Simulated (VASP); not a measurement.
# Li (P6_3/mmc) in VASP: a series of runs

Runs on Li. Level: LDA. Tasks: single point, relaxation of cell and atoms.

Program: VASP 6.6.1. These are calculated values, not measurements. Logs are shortened: lines on timing, memory, paths and dates and some standing lists are left out, and cuts for length are marked.

## Step 1: The cell of the first run

Symmetry: P6_3/mmc, No. 194, hexagonal system. Conventional cell: a = 3.112 Å, b = 3.112 Å, c = 10.136 Å, α = 90.00°, β = 90.00°, γ = 120.00°. Li (site symmetry -3m) has 12 Li at 3.11 Å within 4.1 Å. Within 4.1 Å of Li (site symmetry -6m2) lie 12 Li at 3.11 Å.

## Step 2: Single point, LDA (volume scaled by 1.12)

INCAR

```
SYSTEM = Li
PREC = Accurate
ENCUT = 520
EDIFF = 1E-6
ISMEAR = -1
SIGMA = 0.1
LREAL = .FALSE.
LASPH = .TRUE.
NELM = 80
ALGO = Normal
ISIF = 2
LWAVE = .FALSE.
LCHARG = .FALSE.
NBANDS = 14
```

KPOINTS

```
regular mesh
0
G
  14 14 4
  0 0 0
```

POSCAR

```
Li
1.0
    3.1124809849      0.0000000000      0.0000000000
   -1.5562404925      2.6954876017      0.0000000000
    0.0000000000      0.0000000000     10.1361074660
Li
4
Direct
    1.0000000000      1.0000000000      0.0000000000
    1.0000000000      1.0000000000      0.5000000000
    0.3333333333      0.6666666667      0.2500000000
    0.6666666667      0.3333333333      0.7500000000
```

Potentials or basis: VASP PAW LDA potentials, release 64 (Li_sv).

Started as:

```console
$ cat potpaw_LDA.64/Li_sv/POTCAR > POTCAR
$ mpirun -np 1 vasp_std > vasp.out
```

OUTCAR:

```text
SYSTEM = Li
   PREC = Accurate
   ENCUT = 520
   EDIFF = 1E-6
   ISMEAR = -1
   LREAL = .FALSE.
   LASPH = .TRUE.
   NELM = 80
   ISIF = 2

 ion  position               nearest neighbor table
   1  0.000  0.000  0.000-
   2  0.000  0.000  0.500-
   3  0.333  0.667  0.250-
   4  0.667  0.333  0.750-

  LATTYP: Found a hexagonal cell.
 ALAT       =     3.1124809849
 C/A-ratio  =     3.2566006074

  Lattice vectors:

 A1 = (   3.1124809849,   0.0000000000,   0.0000000000)
 A2 = (  -1.5562404925,   2.6954876017,   0.0000000000)
 A3 = (   0.0000000000,   0.0000000000,  10.1361074660)

Analysis of symmetry for initial positions (statically):
=====================================================================
 Subroutine PRICEL returns:
 Original cell was already a primitive cell.

 Routine SETGRP: Setting up the symmetry group for a
 hexagonal supercell.

 Subroutine GETGRP returns: Found 24 space group operations
 (whereof 12 operations were pure point group operations)
 out of a pool of 24 trial point group operations.

The static configuration has the point symmetry D_3d.
 The point group associated with its full space group is D_6h.

Analysis of symmetry for dynamics (positions and initial velocities):
=====================================================================
 Subroutine PRICEL returns:
 Original cell was already a primitive cell.

 Routine SETGRP: Setting up the symmetry group for a
 hexagonal supercell.

 Subroutine GETGRP returns: Found 24 space group operations
 (whereof 12 operations were pure point group operations)
 out of a pool of 24 trial point group operations.

The dynamic configuration has the point symmetry D_3d.
 The point group associated with its full space group is D_6h.

 Subroutine INISYM returns: Found 24 space group operations
 (whereof 12 operations are pure point group operations),
 and found     1 'primitive' translations

----------------------------------------------------------------------------------------

                                     Primitive cell

  volume of cell :      85.0384

  direct lattice vectors                    reciprocal lattice vectors
     3.112480985  0.000000000  0.000000000     0.321287103  0.185495196  0.000000000
    -1.556240492  2.695487602  0.000000000     0.000000000  0.370990391  0.000000000
     0.000000000  0.000000000 10.136107466     0.000000000  0.000000000  0.098657202

  length of vectors
     3.112480985  3.112480985 10.136107466     0.370990391  0.370990391  0.098657202

[... 97 lines left out ...]
   EMIN   =  10.00;   EMAX   =-10.00  energy-range for DOS
   EFERMI =   0.00;   METHOD = LEGACY
   ISMEAR =    -1;   SIGMA  =   0.10  broadening in eV -4-tet -1-fermi 0-gaus
   EFERMI_NEDOS =   21; number of points for ismear=-14 and -15
   IALGO  =     38    algorithm
   IMIX   =      4    mixing-type and parameters
     AMIX     =   0.40;   BMIX     =  1.00
     AMIX_MAG =   1.60;   BMIX_MAG =  1.00
  volume/ion in A,a.u.               =      21.26       143.47
  Fermi-wavevector in a.u.,A,eV,Ry     =   0.852309  1.610630  9.883678  0.726430
  Thomas-Fermi vector in A             =   1.968577
   LORBIT       =      0    0 simple, 1 ext, 2 COOP (PROOUT), +10 PAW based schemes
   GGA     = CA    functional components
   LHFCALC =     F    Hartree Fock is set to
   AEXX    =    0.0000 exact exchange contribution
   IVDW    =     0    specifies the selected vdW correction
   LEPSILON=     F    determine dielectric tensor
   LRPA    =     F    only Hartree local field effects (RPA)
 non-spin polarized calculation
  energy-cutoff  :      520.00
  volume of cell :       85.04
 maximum number of plane-waves:      2312
 NGX is ok and might be reduce to    24
   NGX = 11   NGY = 11   NGZ = 37

 number of electron      11.9999986 magnetization

 Free energy of the ion-electron system (eV)
  ---------------------------------------------------
  ext. energy  EPLUGINS =         0.00000000
  ---------------------------------------------------
  free energy    TOTEN  =        -8.17836790 eV

  energy without entropy =       -8.11444464  energy(sigma->0) =       -8.14640627

 E-fermi :   0.4596     XC(G=0):  -7.0248

 val. band max:        0.4280597847   @ k =   0.1429   0.1429   0.5000
 cond. band min:       0.4650685779   @ k =   0.3571   0.0714   0.0000
 fundamental gap:      0.0370087932
 Fermi energy:         0.4596226871

 k-point     1 :       0.0000    0.0000    0.0000
  band No.  band energies     occupation
      1     -45.2442      2.00000
      2     -45.2363      2.00000
      3     -45.2356      2.00000
      4     -45.2275      2.00000
      5      -2.9662      2.00000
      6      -1.8853      2.00000
      7      -1.8848      2.00000
      8       0.4802      0.89760
      9       3.3000      0.00000
     10       8.1824      0.00000
     11       8.1870      0.00000
     12      12.3551      0.00000
     13      12.3551      0.00000
     14      12.9248      0.00000
[... 377 lines left out ...]
      1     -45.2245      2.00000
      2     -45.2241      2.00000
      3     -45.2234      2.00000
      4     -45.2230      2.00000
      5       1.6116      0.00002
      6       1.9490      0.00000
      7       2.3684      0.00000
      8       2.4787      0.00000
      9       3.0044      0.00000
     10       3.2277      0.00000
     11       4.3111      0.00000
     12       4.6847      0.00000
     13       6.3934      0.00000
     14       6.5412      0.00000

 [... further k-points ...]

------------------------ aborting loop because EDIFF is reached ----------------------------------------

  FORCE on cell =-STRESS in cart. coord.  units (eV):
  Direction    XX          YY          ZZ          XY          YZ          ZX
  --------------------------------------------------------------------------------------
  -------------------------------------------------------------------------------------
  Total       -0.8041694     -0.8041694     -0.7767480      0.0000000      0.0000000      0.0000000
  in kB      -15.1510551    -15.1510551    -14.6344186      0.0000000      0.0000000      0.0000000
  external PRESSURE =     -14.9788429 kB  Pullay stress =       0.0000000 kB

 VOLUME and BASIS-vectors are now :
 -----------------------------------------------------------------------------
  energy-cutoff  :      520.00
  volume of cell :       85.04
      direct lattice vectors                 reciprocal lattice vectors
     3.112480985  0.000000000  0.000000000     0.321287103  0.185495196  0.000000000
    -1.556240492  2.695487602  0.000000000     0.000000000  0.370990391  0.000000000
     0.000000000  0.000000000 10.136107466     0.000000000  0.000000000  0.098657202

 POSITION                                       TOTAL-FORCE (eV/Angst)
 -----------------------------------------------------------------------------------
      0.00000      0.00000      0.00000        -0.000000      0.000000     -0.000000
      0.00000      0.00000      5.06805        -0.000000      0.000000     -0.000000
     -0.00000      1.79699      2.53403         0.000000     -0.000000      0.000000
      1.55624      0.89850      7.60208         0.000000      0.000000      0.000000
 -----------------------------------------------------------------------------------
    total drift:                               -0.000000      0.000000     -0.000000

  FREE ENERGIE OF THE ION-ELECTRON SYSTEM (eV)
  ---------------------------------------------------
  free  energy   TOTEN  =        -8.1783678972 eV

  energy  without entropy=       -8.1144446445  energy(sigma->0) =       -8.14640627
```

OSZICAR:

```text
N       E                     dE             d eps       ncg     rms          rms(c)
DAV:   1     0.426993658387E+02    0.42699E+02   -0.49469E+03  2016   0.798E+02
DAV:   2     0.303413610441E+01   -0.39665E+02   -0.38287E+02  2402   0.190E+02
DAV:   3    -0.789539793082E+01   -0.10930E+02   -0.10809E+02  3954   0.468E+01
DAV:   4    -0.817100835235E+01   -0.27561E+00   -0.27540E+00  2654   0.137E+01
DAV:   5    -0.818487995489E+01   -0.13872E-01   -0.13871E-01  3298   0.222E+00    0.508E-01
DAV:   6    -0.818054135096E+01    0.43386E-02   -0.27214E-03  3486   0.357E-01    0.292E-01
DAV:   7    -0.817831340290E+01    0.22279E-02   -0.43707E-03  3912   0.313E-01    0.554E-02
DAV:   8    -0.817838943171E+01   -0.76029E-04   -0.46265E-04  2768   0.167E-01    0.447E-02
DAV:   9    -0.817836687953E+01    0.22552E-04   -0.35034E-05  3326   0.520E-02    0.173E-03
DAV:  10    -0.817836788418E+01   -0.10046E-05   -0.61695E-06  2866   0.169E-02    0.964E-04
DAV:  11    -0.817836789721E+01   -0.13029E-07   -0.15559E-07  1946   0.399E-03
   1 F= -.81783679E+01 E0= -.81464063E+01  d E =-.639233E-01
```

Run time: 58 s. Hardware: 1 thread of Intel Xeon Platinum 8375C at 2.90GHz (Ice Lake), shared host; peak memory 0.19 GiB.

Results:

```
Free energy            : -8.1784 eV
Band gap on the k mesh : zero (band 6 reaches 1.95 eV, above the bottom of band 7 at -1.88 eV)
```

Caveat: the cell differs from its parent crystal (volume scaled by 1.12); the cutoff is under 1.25 times the usual one of these potentials, so pressure, stress and relaxed cells hold a basis-set (Pulay) error.

## Step 3: Relaxation of cell and atoms, LDA

This run uses another cell than the first one, of 21.61 Å³/atom, 1.016 times its volume.

INCAR

```
SYSTEM = Li
ALGO     = Normal         ! electronic algorithm
EDIFF    = 1E-6           ! SCF threshold, eV
EDIFFG   = -0.01          ! ionic threshold
ENCUT    = 600            ! plane-wave cutoff, eV
IBRION   = 2              ! ionic algorithm
ISIF     = 3              ! what is computed and relaxed
ISMEAR   = -1             ! smearing method
LASPH    = .True.         ! aspherical terms in the spheres
LCHARG   = .False.        ! write CHGCAR
LREAL    = .False.        ! projectors in reciprocal space
LWAVE    = .False.        ! write WAVECAR
NELM     = 60             ! most SCF steps
NSW      = 80             ! ionic steps
PREC     = Accurate       ! precision mode
SIGMA    = 0.1            ! smearing width, eV
```

KPOINTS

```
k-points
0
Gamma
  12 12 3
  0 0 0
```

POSCAR

```
Li
1.0
    3.1264265076      0.0000000000      0.0000000000
   -1.5632132538      2.7075647787      0.0000000000
    0.0000000000      0.0000000000     10.2109089739
Li
4
Direct
    0.0000000000      0.0000000000      0.0000000000
    0.0000000000      0.0000000000      0.5000000000
    0.3333333333      0.6666666667      0.2500000000
    0.6666666667      0.3333333333      0.7500000000
```

Potentials or basis: VASP PAW LDA potentials, release 64 (Li_sv).

Started as:

```console
$ cat potpaw_LDA.64/Li_sv/POTCAR > POTCAR
$ mpirun -np 1 vasp_std > vasp.out
```

Wall time 1.7 min (1 thread of Intel Xeon Platinum 8375C at 2.90GHz (Ice Lake), shared host); peak memory 0.2 GiB.

The run converged. Its results:

```
Free energy                            : -8.2321 eV
Relaxed volume                         : 18.64 Å³/atom
Relaxed cell                           : a = 2.978 Å, b = 2.978 Å, c = 9.709 Å, α = 90.00°, β = 90.00°, γ = 120.00°
Space group after relaxing (to 0.05 Å) : P6_3/mmc (No. 194)
Energy gained by relaxing              : 17.0 meV/atom
Ionic steps                            : 4
Pressure after relaxing                : 0.1 GPa
Band gap on the k mesh                 : zero (band 6 reaches 2.46 eV, above the bottom of band 7 at -1.63 eV)
```

The path:
```tsv
step	energy change (eV)	largest force (eV/Å)	pressure (GPa)	volume (Å³)
1	0.0000	0.0000	-1.68	86.44
2	-0.0269	0.0000	-1.38	83.63
3	-0.0641	0.0000	-0.49	77.43
4	-0.0681	0.0000	0.06	74.55
```

Final structure:
```
Li
1.0
     2.97767    0.00000    0.00000
    -1.48884    2.57874    0.00000
     0.00000    0.00000    9.70914
Li
4
Direct
  0.00000 0.00000 0.00000
  0.00000 0.00000 0.50000
  0.33333 0.66667 0.25000
  0.66667 0.33333 0.75000
```

Levels at points of the mesh, in eV from the Fermi level:
```
           k point  band 4  band 5  band 6  band 7  band 8  band 9
(0.00, 0.00, 0.00)  -45.42   -3.57   -2.44   -2.44   -0.02    3.29
(0.50, 0.00, 0.00)  -45.41   -0.06    0.55    0.71    1.36    3.70
```

Caveat: the cutoff is under 1.25 times the usual one of these potentials, so pressure, stress and relaxed cells hold a basis-set (Pulay) error.
